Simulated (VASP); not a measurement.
# NiO (Fm-3m) in VASP: further runs

NiO is run at these levels: LDA+U; tasks: single point.

Program: VASP 6.6.1. These are calculated values, not measurements. Logs are shortened: lines on timing, memory, paths and dates and some standing lists are left out, and cuts for length are marked.

### Step 1. The cell of the first run

It takes space group Fm-3m (No. 225, cubic). Conventional cell: a = 4.087 Å, b = 4.087 Å, c = 4.087 Å, α = 90.00°, β = 90.00°, γ = 90.00°. Ni (site symmetry m-3m) has 6 O at 2.04 Å within 2.7 Å. O (site symmetry m-3m) has 6 Ni at 2.04 Å within 2.7 Å.

### Step 2. Single point, LDA+U, collinear spin, ferromagnetic start (8.53 Å³/atom)

INCAR reads:

```
  PREC = Accurate
  ENCUT = 600
  EDIFF = 1E-6
  ISMEAR = 0
  SIGMA = 0.05
  LREAL = F
  LASPH = T
  NELM = 200
  ALGO = Normal
  ISIF = 2
  LWAVE = F
  LCHARG = T
  ISPIN = 2
  MAGMOM = 1.84 0.28
  LORBIT = 11
  LMAXMIX = 4
  LDAU = T
  LDAUTYPE = 2
  LDAUL = 2 -1
  LDAUU = 6.2 0
  LDAUJ = 0 0
  LDAUPRINT = 1
  LELF = T
  LVHAR = T
  NBANDS = 19
  GGA_COMPAT = F
```

KPOINTS reads:

```
regular mesh
0
Gamma
  10 10 10
```

POSCAR reads:

```
NiO
1.0
    0.0000000000      2.0434116529      2.0434116529
    2.0434116529      0.0000000000      2.0434116529
    2.0434116529      2.0434116529      0.0000000000
Ni O
1 1
Direct
    0.0000000000      0.0000000000      0.0000000000
    0.5000000000      0.5000000000      0.5000000000
```

Potentials or basis: VASP PAW LDA potentials, release 64 (Ni, O).

On the command line:

```sh
> cat potpaw_LDA.64/Ni/POTCAR potpaw_LDA.64/O/POTCAR > POTCAR
> mpirun -np 1 vasp_std > vasp.out
```

OUTCAR:

```text
PREC = Accurate
   ENCUT = 600
   EDIFF = 1E-6
   ISMEAR = 0
   LREAL = F
   LASPH = T
   NELM = 200
   ISIF = 2
   ISPIN = 2
   LORBIT = 11

 ion  position               nearest neighbor table
   1  0.000  0.000  0.000-   2 2.04   2 2.04   2 2.04   2 2.04   2 2.04   2 2.04
   2  0.500  0.500  0.500-   1 2.04   1 2.04   1 2.04   1 2.04   1 2.04   1 2.04

  LATTYP: Found a face centered cubic cell.
 ALAT       =     4.0868233058

  Lattice vectors:

 A1 = (   0.0000000000,   2.0434116529,   2.0434116529)
 A2 = (   2.0434116529,   0.0000000000,   2.0434116529)
 A3 = (   2.0434116529,   2.0434116529,   0.0000000000)

Analysis of symmetry for initial positions (statically):
=====================================================================
 Subroutine PRICEL returns:
 Original cell was already a primitive cell.

 Routine SETGRP: Setting up the symmetry group for a
 face centered cubic supercell.

 Subroutine GETGRP returns: Found 48 space group operations
 (whereof 48 operations were pure point group operations)
 out of a pool of 48 trial point group operations.

The static configuration has the point symmetry O_h .

Analysis of symmetry for dynamics (positions and initial velocities):
=====================================================================
 Subroutine PRICEL returns:
 Original cell was already a primitive cell.

 Routine SETGRP: Setting up the symmetry group for a
 face centered cubic supercell.

 Subroutine GETGRP returns: Found 48 space group operations
 (whereof 48 operations were pure point group operations)
 out of a pool of 48 trial point group operations.

The dynamic configuration has the point symmetry O_h .

Analysis of structural, dynamic, and magnetic symmetry:
=====================================================================
 Subroutine PRICEL returns:
 Original cell was already a primitive cell.

 Routine SETGRP: Setting up the symmetry group for a
 face centered cubic supercell.

 Subroutine GETGRP returns: Found 48 space group operations
 (whereof 48 operations were pure point group operations)
 out of a pool of 48 trial point group operations.

The overall configuration has the point symmetry O_h .

 Subroutine INISYM returns: Found 48 space group operations
 (whereof 48 operations are pure point group operations),
 and found     1 'primitive' translations

----------------------------------------------------------------------------------------

                                     Primitive cell

  volume of cell :      17.0647

  direct lattice vectors                    reciprocal lattice vectors
     0.000000000  2.043411653  2.043411653    -0.244688827  0.244688827  0.244688827
     2.043411653  0.000000000  2.043411653     0.244688827 -0.244688827  0.244688827
     2.043411653  2.043411653  0.000000000     0.244688827  0.244688827 -0.244688827

  length of vectors
     2.889820473  2.889820473  2.889820473     0.423813480  0.423813480  0.423813480

  position of ions in fractional coordinates (direct lattice)
     0.000000000  0.000000000  0.000000000
     0.500000000  0.500000000  0.500000000

  ion indices of the primitive-cell ions
   primitive index   ion index
                 1           1
                 2           2

----------------------------------------------------------------------------------------

 KPOINTS: regular mesh

Automatic generation of k-mesh.
 Grid dimensions read from file:
 generate k-points for:   10   10   10

 Generating k-lattice:

[... 60 lines left out ...]
   NELM   =    200;   NELMIN=  2; NELMDL= -5     # of ELM steps
   EDIFF  = 0.1E-05   stopping-criterion for ELM
   LREAL  =      F    real-space projection
   EDIFFG = 0.1E-04   stopping-criterion for IOM
   NSW    =      0    number of steps for IOM
   IBRION =     -1    ionic relax: 0-MD 1-quasi-New 2-CG
   NFREE  =      0    steps in history (QN), initial steepest desc. (CG)
   ISIF   =      2    stress and relaxation
   ISYM   =      2    0-nonsym 1-usesym 2-fastsym
   POTIM  = 0.5000    time-step for ionic-motion
   TEBEG  =    0.0;   TEEND  =   0.0 temperature during run
   PSTRESS=    0.0 pullay stress
   NELECT =      16.0000    total number of electrons
   NUPDOWN=      -1.0000    fix difference up-down
   EMIN   =  10.00;   EMAX   =-10.00  energy-range for DOS
   EFERMI =   0.00;   METHOD = LEGACY
   ISMEAR =     0;   SIGMA  =   0.05  broadening in eV -4-tet -1-fermi 0-gaus
   EFERMI_NEDOS =   21; number of points for ismear=-14 and -15
   IALGO  =     38    algorithm
   IMIX   =      4    mixing-type and parameters
     AMIX     =   0.40;   BMIX     =  1.00
     AMIX_MAG =   1.60;   BMIX_MAG =  1.00
  volume/ion in A,a.u.               =       8.53        57.58
  Fermi-wavevector in a.u.,A,eV,Ry     =   1.602319  3.027944 34.931950  2.567426
  Thomas-Fermi vector in A             =   2.699158
   LORBIT       =     11    0 simple, 1 ext, 2 COOP (PROOUT), +10 PAW based schemes
 LDA+U is selected, type is set to LDAUTYPE =  2
   angular momentum for each species LDAUL =     2   -1
   U (eV)           for each species LDAUU =   6.2  0.0
   J (eV)           for each species LDAUJ =   0.0  0.0
   GGA     = CA    functional components
   LHFCALC =     F    Hartree Fock is set to
   AEXX    =    0.0000 exact exchange contribution
   IVDW    =     0    specifies the selected vdW correction
   LEPSILON=     F    determine dielectric tensor
   LRPA    =     F    only Hartree local field effects (RPA)
 spin polarized calculation
 Gauss-broadening in eV      SIGMA  =   0.05
  energy-cutoff  :      600.00
  volume of cell :       17.06
 maximum number of plane-waves:       588
   NGX = 11   NGY = 11   NGZ = 11

atom =   1  type =  1  l = 2

 onsite density matrix

spin component  1

  0.9856 -0.0000 -0.0000  0.0000 -0.0000
 -0.0000  0.9856  0.0000 -0.0000 -0.0000
 -0.0000  0.0000  1.0508  0.0000 -0.0000
  0.0000 -0.0000  0.0000  0.9856  0.0000
 -0.0000 -0.0000 -0.0000  0.0000  1.0508

spin component  2

  0.9838 -0.0000  0.0000  0.0000  0.0000
 -0.0000  0.9838 -0.0000 -0.0000  0.0000
  0.0000 -0.0000  0.1756  0.0000 -0.0000
  0.0000 -0.0000  0.0000  0.9838  0.0000
  0.0000  0.0000 -0.0000  0.0000  0.1756

 occupancies and eigenvectors

  o =  0.1756  v =  0.0000  0.0000  0.0000  0.0000  0.0000  0.0000  0.0000  0.0027 -0.0000  1.0000      0.0000  0.0000  0.0000  0.0000  0.0000  0.0000  0.0000  0.0000  0.0000  0.0000
  o =  0.1756  v =  0.0000  0.0000  0.0000  0.0000  0.0000  0.0000  0.0000  1.0000 -0.0000 -0.0027      0.0000  0.0000  0.0000  0.0000  0.0000  0.0000  0.0000  0.0000  0.0000  0.0000
  o =  0.9838  v =  0.0000  0.0000  0.0000  0.0000  0.0000  0.0000 -0.9462  0.0000 -0.3235  0.0000      0.0000  0.0000  0.0000  0.0000  0.0000  0.0000  0.0000  0.0000  0.0000  0.0000
  o =  0.9838  v =  0.0000  0.0000  0.0000  0.0000  0.0000  0.0000 -0.3235  0.0000  0.9462 -0.0000      0.0000  0.0000  0.0000  0.0000  0.0000  0.0000  0.0000  0.0000  0.0000  0.0000
  o =  0.9838  v =  0.0000  0.0000  0.0000  0.0000  0.0000  1.0000  0.0000  0.0000  0.0000  0.0000      0.0000  0.0000  0.0000  0.0000  0.0000  0.0000  0.0000  0.0000  0.0000  0.0000
  o =  0.9856  v =  0.0000 -0.9855  0.0000  0.1695 -0.0000  0.0000  0.0000  0.0000  0.0000  0.0000      0.0000  0.0000  0.0000  0.0000  0.0000  0.0000  0.0000  0.0000  0.0000  0.0000
  o =  0.9856  v =  1.0000  0.0000  0.0000  0.0000  0.0000  0.0000  0.0000  0.0000  0.0000  0.0000      0.0000  0.0000  0.0000  0.0000  0.0000  0.0000  0.0000  0.0000  0.0000  0.0000
  o =  0.9856  v =  0.0000 -0.1695 -0.0000 -0.9855 -0.0000  0.0000  0.0000  0.0000  0.0000  0.0000      0.0000  0.0000  0.0000  0.0000  0.0000  0.0000  0.0000  0.0000  0.0000  0.0000
  o =  1.0508  v =  0.0000  0.0000 -0.0052  0.0000 -1.0000  0.0000  0.0000  0.0000  0.0000  0.0000      0.0000  0.0000  0.0000  0.0000  0.0000  0.0000  0.0000  0.0000  0.0000  0.0000
  o =  1.0508  v =  0.0000  0.0000  1.0000 -0.0000 -0.0052  0.0000  0.0000  0.0000  0.0000  0.0000      0.0000  0.0000  0.0000  0.0000  0.0000  0.0000  0.0000  0.0000  0.0000  0.0000

 number of electron      15.9999994 magnetization       2.0000060

 Free energy of the ion-electron system (eV)
  ---------------------------------------------------
  ext. energy  EPLUGINS =         0.00000000
  ---------------------------------------------------
  free energy    TOTEN  =       -11.68551040 eV

  energy without entropy =      -11.68551040  energy(sigma->0) =      -11.68551040

 E-fermi :   7.7327     XC(G=0): -13.5326

 val. band max:        7.4901444302   @ k =   0.5000   0.0000   0.0000
 cond. band min:       9.1152932227   @ k =   0.0000   0.0000   0.0000
 fundamental gap:      1.6251487925
 Fermi energy:         7.7326869549

 spin component 1

 k-point     1 :       0.0000    0.0000    0.0000
  band No.  band energies     occupation
      1     -11.9045      1.00000
      2       1.4751      1.00000
      3       1.4751      1.00000
      4       2.3706      1.00000
      5       2.3706      1.00000
      6       2.3706      1.00000
[... 1049 lines left out ...]
     18      41.8925      0.00000
     19      42.1155      0.00000

 [... further k-points ...]

------------------------ aborting loop because EDIFF is reached ----------------------------------------

  FORCE on cell =-STRESS in cart. coord.  units (eV):
  Direction    XX          YY          ZZ          XY          YZ          ZX
  --------------------------------------------------------------------------------------
  -------------------------------------------------------------------------------------
  Total       -0.5018482     -0.5018482     -0.5018482     -0.0000000      0.0000000     -0.0000000
  in kB      -47.1178420    -47.1178420    -47.1178420     -0.0000000      0.0000000     -0.0000000
  external PRESSURE =     -47.1178420 kB  Pullay stress =       0.0000000 kB

 VOLUME and BASIS-vectors are now :
 -----------------------------------------------------------------------------
  energy-cutoff  :      600.00
  volume of cell :       17.06
      direct lattice vectors                 reciprocal lattice vectors
     0.000000000  2.043411653  2.043411653    -0.244688827  0.244688827  0.244688827
     2.043411653  0.000000000  2.043411653     0.244688827 -0.244688827  0.244688827
     2.043411653  2.043411653  0.000000000     0.244688827  0.244688827 -0.244688827

 POSITION                                       TOTAL-FORCE (eV/Angst)
 -----------------------------------------------------------------------------------
      0.00000      0.00000      0.00000         0.000000     -0.000000      0.000000
      2.04341      2.04341      2.04341        -0.000000      0.000000     -0.000000
 -----------------------------------------------------------------------------------
    total drift:                                0.000000     -0.000000     -0.000000

  FREE ENERGIE OF THE ION-ELECTRON SYSTEM (eV)
  ---------------------------------------------------
  free  energy   TOTEN  =       -11.6855103994 eV

  energy  without entropy=      -11.6855103994  energy(sigma->0) =      -11.68551040

 total charge

# of ion       s       p       d       tot
------------------------------------------
    1        0.369   0.485   8.328   9.182
    2        1.530   3.489   0.000   5.019
--------------------------------------------------
tot          1.900   3.974   8.328  14.202

 magnetization (x)

# of ion       s       p       d       tot
------------------------------------------
    1        0.010   0.015   1.752   1.778
    2        0.021   0.194   0.000   0.215
--------------------------------------------------
tot          0.031   0.209   1.752   1.993
```

It took 26 s on 1 thread of Intel Xeon 8259CL, shared host; peak memory 0.16 GiB.

What came out:

```yaml
Free_energy: -11.6855 eV
Pressure: -4.7 GPa
Band_gap_on_the_k_mesh: 1.63 eV (least direct gap 2.47 eV)
Net_moment: 2.00 μB per cell
Site_moments: Ni +1.78; O +0.21 μB
Valence_electrons_inside_the_program's_atomic_spheres: Ni 9.18; O 5.02
```

Levels at points of the mesh, in eV from the valence-band top:
Spin up:
| k point | band 7 | band 8 | band 9 | band 10 | band 11 | band 12 |
| --- | --- | --- | --- | --- | --- | --- |
| (0.00, 0.00, 0.00) | -1.84 | -1.84 | -1.84 | 3.11 | 18.01 | 18.01 |
| (0.50, 0.00, 0.00) | -3.11 | 0.00 | 0.00 | 6.74 | 11.56 | 15.21 |
| (0.50, 0.50, 0.00) | -4.12 | -3.32 | -3.32 | 7.36 | 11.44 | 12.13 |
Spin down:
```
           k point  band 3  band 4  band 5  band 6  band 7  band 8  band 9  band 10  band 11  band 12
(0.00, 0.00, 0.00)   -3.99   -3.99   -1.42   -1.42   -1.42    1.63    1.63     3.48    18.41    18.41
(0.50, 0.00, 0.00)   -4.33   -4.33   -2.24   -2.24   -2.05    4.42    4.42     6.97    12.04    15.59
(0.50, 0.50, 0.00)   -4.91   -2.92   -2.92   -2.88   -2.88    2.12    2.77     7.90    11.90    12.47
```

Eigenvalues of the final occupation matrices:
| site | spin | trace | eigenvalues |
| --- | --- | --- | --- |
| site 1 d | 1 | 5.06 | 0.99 0.99 0.99 1.05 1.05 |
| site 1 d | 2 | 3.30 | 0.18 0.18 0.98 0.98 0.98 |

Caveat: the cell stands under tension; a cell with one magnetic atom can't hold antiferromagnetic order, which such compounds often take. A k mesh can miss the band edges.

### Step 3. Single point, LDA+U, collinear spin, ferromagnetic start (8.71 Å³/atom)

This run uses another cell than the first one, of 8.71 Å³/atom.

INCAR reads:

```
SYSTEM = NiO
ALGO = Normal ; EDIFF = 1E-6
ENCUT = 600 ; GGA_COMPAT = .FALSE.
ISIF = 2 ; ISMEAR = 0
ISPIN = 2 ; LASPH = .TRUE.
LCHARG = .FALSE. ; LDAU = .TRUE.
LDAUJ = 0 0 ; LDAUL = 2 -1
LDAUPRINT = 1 ; LDAUTYPE = 2
LDAUU = 6.2 0 ; LMAXMIX = 4
LORBIT = 11 ; LREAL = .FALSE.
LWAVE = .FALSE. ; MAGMOM = 1.84 0.27
NBANDS = 19 ; NELM = 200
PREC = Accurate ; SIGMA = 0.05
```

KPOINTS reads:

```
k-points
0
G
  10 10 10
  0 0 0
```

POSCAR reads:

```
NiO
1.0
    0.0000000000      2.0575045924      2.0575045924
    2.0575045924      0.0000000000      2.0575045924
    2.0575045924      2.0575045924      0.0000000000
Ni O
1 1
Direct
    0.0000000000      0.0000000000      0.0000000000
    0.5000000000      0.5000000000      0.5000000000
```

Potentials or basis: VASP PAW LDA potentials, release 64 (Ni, O).

On the command line:

```sh
> cat potpaw_LDA.64/Ni/POTCAR potpaw_LDA.64/O/POTCAR > POTCAR
> mpirun -np 1 vasp_std > vasp.out
```

OUTCAR:

```text
SYSTEM = NiO
   EDIFF = 1E-6
   ENCUT = 600
   ISIF = 2
   ISMEAR = 0
   ISPIN = 2
   LASPH = .TRUE.
   LORBIT = 11
   LREAL = .FALSE.
   NELM = 200
   PREC = Accurate

 ion  position               nearest neighbor table
   1  0.000  0.000  0.000-   2 2.06   2 2.06   2 2.06   2 2.06   2 2.06   2 2.06
   2  0.500  0.500  0.500-   1 2.06   1 2.06   1 2.06   1 2.06   1 2.06   1 2.06

  LATTYP: Found a face centered cubic cell.
 ALAT       =     4.1150091848

  Lattice vectors:

 A1 = (   0.0000000000,   2.0575045924,   2.0575045924)
 A2 = (   2.0575045924,   0.0000000000,   2.0575045924)
 A3 = (   2.0575045924,   2.0575045924,   0.0000000000)

Analysis of symmetry for initial positions (statically):
=====================================================================
 Subroutine PRICEL returns:
 Original cell was already a primitive cell.

 Routine SETGRP: Setting up the symmetry group for a
 face centered cubic supercell.

 Subroutine GETGRP returns: Found 48 space group operations
 (whereof 48 operations were pure point group operations)
[... 1281 lines left out ...]
     18      41.2264      0.00000
     19      41.4043      0.00000

 [... further k-points ...]

------------------------ aborting loop because EDIFF is reached ----------------------------------------

  FORCE on cell =-STRESS in cart. coord.  units (eV):
  Direction    XX          YY          ZZ          XY          YZ          ZX
  --------------------------------------------------------------------------------------
  -------------------------------------------------------------------------------------
  Total       -0.9685040     -0.9685040     -0.9685040      0.0000000      0.0000000     -0.0000000
  in kB      -89.0757691    -89.0757691    -89.0757691      0.0000000      0.0000000     -0.0000000
  external PRESSURE =     -89.0757691 kB  Pullay stress =       0.0000000 kB

 VOLUME and BASIS-vectors are now :
 -----------------------------------------------------------------------------
  energy-cutoff  :      600.00
  volume of cell :       17.42
      direct lattice vectors                 reciprocal lattice vectors
     0.000000000  2.057504592  2.057504592    -0.243012823  0.243012823  0.243012823
     2.057504592  0.000000000  2.057504592     0.243012823 -0.243012823  0.243012823
     2.057504592  2.057504592  0.000000000     0.243012823  0.243012823 -0.243012823

 POSITION                                       TOTAL-FORCE (eV/Angst)
 -----------------------------------------------------------------------------------
      0.00000      0.00000      0.00000         0.000000      0.000000      0.000000
      2.05750      2.05750      2.05750         0.000000      0.000000      0.000000
 -----------------------------------------------------------------------------------
    total drift:                                0.000000     -0.000000     -0.000000

  FREE ENERGIE OF THE ION-ELECTRON SYSTEM (eV)
  ---------------------------------------------------
  free  energy   TOTEN  =       -11.6714334396 eV

  energy  without entropy=      -11.6714334396  energy(sigma->0) =      -11.67143344

 total charge

# of ion       s       p       d       tot
------------------------------------------
    1        0.362   0.467   8.306   9.136
    2        1.530   3.476   0.000   5.007
--------------------------------------------------
tot          1.893   3.944   8.306  14.143

 magnetization (x)

# of ion       s       p       d       tot
------------------------------------------
    1        0.010   0.015   1.754   1.778
    2        0.021   0.191   0.000   0.212
--------------------------------------------------
tot          0.031   0.206   1.754   1.991
```

It took 16 s on 1 thread of Intel Xeon 8259CL, shared host; peak memory 0.15 GiB.

What came out:

- Free energy: -11.6714 eV
- Pressure: -8.9 GPa
- Band gap on the k mesh: 1.68 eV (least direct gap 2.48 eV)
- Net moment: 2.00 μB per cell
- Site moments: Ni +1.78; O +0.21 μB
- Valence electrons inside the program's atomic spheres: Ni 9.14; O 5.01

Eigenvalues of the final occupation matrices:
```
    site  spin  trace               eigenvalues
site 1 d     1   5.05  0.98 0.98 0.98 1.05 1.05
site 1 d     2   3.29  0.17 0.17 0.98 0.98 0.98
```

Caveat: the cell stands under tension; a cell with one magnetic atom can't hold antiferromagnetic order, which such compounds often take.
